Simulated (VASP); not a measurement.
# CdSe (F-43m) in VASP: single point with PBEsol

Aim: the single point of CdSe with PBEsol.

All numbers are computed with VASP 6.6.1; they aren't measurements. Logs are shortened: lines on timing, memory, paths and dates and some standing lists are left out, and cuts for length are marked.

## (1) The cell of the first run

It takes space group F-43m (No. 216, cubic). The conventional cell has a = 6.141 Å, b = 6.141 Å, c = 6.141 Å, α = 90.00°, β = 90.00°, γ = 90.00°. Within 3.5 Å of Cd (site symmetry -43m) lie 4 Se at 2.66 Å. Se (site symmetry -43m) has 4 Cd at 2.66 Å within 3.5 Å.

## (2) Single point, PBEsol

The input, INCAR:

```
PREC     = Accurate       # precision mode
ENCUT    = 500            # plane-wave cutoff, eV
EDIFF    = 1E-6           # SCF threshold, eV
ISMEAR   = 0              # smearing method
SIGMA    = 0.01           # smearing width, eV
LREAL    = F              # projectors in reciprocal space
LASPH    = T              # aspherical terms in the spheres
NELM     = 120            # most SCF steps
ALGO     = Normal         # electronic algorithm
ISIF     = 2              # what is computed and relaxed
LWAVE    = F              # write WAVECAR
LCHARG   = F              # write CHGCAR
GGA      = PS             # functional
NBANDS   = 16             # bands
GGA_COMPAT= F
```

The input, KPOINTS:

```
regular mesh
0
Gamma
  3 3 3
```

The input, POSCAR:

```
CdSe
1.0
    4.3420190000      0.0000000000      0.0000000000
    2.1710095000      3.7602987577      0.0000000000
    2.1710095000      1.2534329192      3.5452436678
Cd Se
1 1
Direct
    0.0000000000      0.0000000000      0.0000000000
    0.7500000000      0.7500000000      0.7500000000
```

Potentials or basis: VASP PAW PBE potentials, release 64 (Cd, Se).

Command:

```
$ cat potpaw_PBE.64/Cd/POTCAR potpaw_PBE.64/Se/POTCAR > POTCAR
$ mpirun -np 1 vasp_std > vasp.out
```

OUTCAR:

```text
PREC = Accurate
   ENCUT = 500
   EDIFF = 1E-6
   ISMEAR = 0
   LREAL = F
   LASPH = T
   NELM = 120
   ISIF = 2
   GGA = PS

 ion  position               nearest neighbor table
   1  0.000  0.000  0.000-   2 2.66   2 2.66   2 2.66   2 2.66
   2  0.750  0.750  0.750-   1 2.66   1 2.66   1 2.66   1 2.66

  LATTYP: Found a face centered cubic cell.
 ALAT       =     6.1405421579

  Lattice vectors:

 A1 = (   4.3420190000,   0.0000000000,   0.0000000000)
 A2 = (   2.1710095000,   3.7602987577,   0.0000000000)
 A3 = (   2.1710095000,   1.2534329192,   3.5452436678)

Analysis of symmetry for initial positions (statically):
=====================================================================
 Subroutine PRICEL returns:
 Original cell was already a primitive cell.

 Routine SETGRP: Setting up the symmetry group for a
 face centered cubic supercell.

 Subroutine GETGRP returns: Found 24 space group operations
 (whereof 24 operations were pure point group operations)
 out of a pool of 48 trial point group operations.

The static configuration has the point symmetry T_d .

Analysis of symmetry for dynamics (positions and initial velocities):
=====================================================================
 Subroutine PRICEL returns:
 Original cell was already a primitive cell.

 Routine SETGRP: Setting up the symmetry group for a
 face centered cubic supercell.

 Subroutine GETGRP returns: Found 24 space group operations
 (whereof 24 operations were pure point group operations)
 out of a pool of 48 trial point group operations.

The dynamic configuration has the point symmetry T_d .

 Subroutine INISYM returns: Found 24 space group operations
 (whereof 24 operations are pure point group operations),
 and found     1 'primitive' translations

----------------------------------------------------------------------------------------

                                     Primitive cell

  volume of cell :      57.8842

  direct lattice vectors                    reciprocal lattice vectors
     4.342019000  0.000000000  0.000000000     0.230307606 -0.132968158 -0.094022686
     2.171009500  3.760298758  0.000000000     0.000000000  0.265936316 -0.094022686
     2.171009500  1.253432919  3.545243668     0.000000000  0.000000000  0.282068059

  length of vectors
     4.342019000  4.342019000  4.342019000     0.282068059  0.282068059  0.282068059

[... 57 lines left out ...]
   ENCUT  =  500.0 eV  36.75 Ry    6.06 a.u.   7.92  7.92  7.92*2*pi/ulx,y,z
   NELM   =    120;   NELMIN=  2; NELMDL= -5     # of ELM steps
   EDIFF  = 0.1E-05   stopping-criterion for ELM
   LREAL  =      F    real-space projection
   EDIFFG = 0.1E-04   stopping-criterion for IOM
   NSW    =      0    number of steps for IOM
   IBRION =     -1    ionic relax: 0-MD 1-quasi-New 2-CG
   NFREE  =      0    steps in history (QN), initial steepest desc. (CG)
   ISIF   =      2    stress and relaxation
   ISYM   =      2    0-nonsym 1-usesym 2-fastsym
   POTIM  = 0.5000    time-step for ionic-motion
   TEBEG  =    0.0;   TEEND  =   0.0 temperature during run
   PSTRESS=    0.0 pullay stress
   NELECT =      18.0000    total number of electrons
   NUPDOWN=      -1.0000    fix difference up-down
   EMIN   =  10.00;   EMAX   =-10.00  energy-range for DOS
   EFERMI =   0.00;   METHOD = LEGACY
   ISMEAR =     0;   SIGMA  =   0.01  broadening in eV -4-tet -1-fermi 0-gaus
   EFERMI_NEDOS =   21; number of points for ismear=-14 and -15
   IALGO  =     38    algorithm
   IMIX   =      4    mixing-type and parameters
     AMIX     =   0.40;   BMIX     =  1.00
     AMIX_MAG =   1.60;   BMIX_MAG =  1.00
  volume/ion in A,a.u.               =      28.94       195.31
  Fermi-wavevector in a.u.,A,eV,Ry     =   1.109121  2.095935 16.737200  1.230149
  Thomas-Fermi vector in A             =   2.245657
   LORBIT       =      0    0 simple, 1 ext, 2 COOP (PROOUT), +10 PAW based schemes
   GGA     = PS    functional components
   LHFCALC =     F    Hartree Fock is set to
   AEXX    =    0.0000 exact exchange contribution
   IVDW    =     0    specifies the selected vdW correction
   LEPSILON=     F    determine dielectric tensor
   LRPA    =     F    only Hartree local field effects (RPA)
 non-spin polarized calculation
 Gauss-broadening in eV      SIGMA  =   0.01
  energy-cutoff  :      500.00
  volume of cell :       57.88
 maximum number of plane-waves:      1484
   NGX = 15   NGY = 15   NGZ = 15

 number of electron      18.0000008 magnetization

 Free energy of the ion-electron system (eV)
  ---------------------------------------------------
  ext. energy  EPLUGINS =         0.00000000
  ---------------------------------------------------
  free energy    TOTEN  =        -5.95973352 eV

  energy without entropy =       -5.95973352  energy(sigma->0) =       -5.95973352

 E-fermi :   0.8007     XC(G=0):  -8.9286

 val. band max:        0.6857785532   @ k =   0.0000   0.0000   0.0000
 cond. band min:       1.0590889956   @ k =   0.0000   0.0000   0.0000
 fundamental gap:      0.3733104424
 Fermi energy:         0.8007405732

 k-point     1 :       0.0000    0.0000    0.0000
  band No.  band energies     occupation
      1     -11.7615      2.00000
      2      -7.2316      2.00000
      3      -7.2316      2.00000
      4      -7.2316      2.00000
      5      -6.8901      2.00000
      6      -6.8901      2.00000
[... 53 lines left out ...]
      3      -7.0551      2.00000
      4      -6.9245      2.00000
      5      -6.8769      2.00000
      6      -6.4818      2.00000
[... 8 lines left out ...]
     15      11.3029      0.00000
     16      14.4690      0.00000

------------------------ aborting loop because EDIFF is reached ----------------------------------------

  FORCE on cell =-STRESS in cart. coord.  units (eV):
  Direction    XX          YY          ZZ          XY          YZ          ZX
  --------------------------------------------------------------------------------------
  -------------------------------------------------------------------------------------
  Total       -0.1118759     -0.1118759     -0.1118759      0.0000000      0.0000000      0.0000000
  in kB       -3.0966123     -3.0966123     -3.0966123      0.0000000      0.0000000      0.0000000
  external PRESSURE =      -3.0966123 kB  Pullay stress =       0.0000000 kB

 VOLUME and BASIS-vectors are now :
 -----------------------------------------------------------------------------
  energy-cutoff  :      500.00
  volume of cell :       57.88
      direct lattice vectors                 reciprocal lattice vectors
     4.342019000  0.000000000  0.000000000     0.230307606 -0.132968158 -0.094022686
     2.171009500  3.760298758  0.000000000     0.000000000  0.265936316 -0.094022686
     2.171009500  1.253432919  3.545243668     0.000000000  0.000000000  0.282068059

 POSITION                                       TOTAL-FORCE (eV/Angst)
 -----------------------------------------------------------------------------------
      0.00000      0.00000      0.00000        -0.000000      0.000000     -0.000000
      6.51303      3.76030      2.65893         0.000000     -0.000000      0.000000
 -----------------------------------------------------------------------------------
    total drift:                               -0.000000     -0.000000     -0.000000

  FREE ENERGIE OF THE ION-ELECTRON SYSTEM (eV)
  ---------------------------------------------------
  free  energy   TOTEN  =        -5.9597335226 eV

  energy  without entropy=       -5.9597335226  energy(sigma->0) =       -5.95973352
```

stdout:

```text
POSCAR found type information on POSCAR CdSe
 POSCAR found :  2 types and       2 ions
 scaLAPACK will be used
 -----------------------------------------------------------------------------
|                                                                             |
|                                                                             |
|     You enforced a specific xc type in the INCAR file but a different       |
|     I HOPE YOU KNOW WHAT YOU ARE DOING!                                     |
|                                                                             |
 -----------------------------------------------------------------------------

 LDA part: xc-table for (Slater+PW92), standard interpolation
 POSCAR, INCAR and KPOINTS ok, starting setup
 FFT: planning ... GRIDC
 FFT: planning ... GRID_SOFT
 FFT: planning ... GRID
 WAVECAR not read
 entering main loop
```

Run time: 3.2 s. Hardware: 1 thread of Intel Xeon 6975P-C (Granite Rapids), shared host; peak memory 0.17 GiB.

Results:

| Item | Value |
| --- | --- |
| Free energy | -5.9597 eV |
| Pressure | -0.3 GPa |
| Band gap on the k mesh | 0.37 eV, direct |

Levels at points of the mesh, in eV from the valence-band top:
```tsv
k point	band 7	band 8	band 9	band 10	band 11	band 12
(0.00, 0.00, 0.00)	0.00	0.00	0.00	0.37	5.78	5.78
```

Caveat: the k points lie up to 0.59 Å⁻¹ apart; the PAW data sets were made with another functional, which shifts forces and pressure a little.
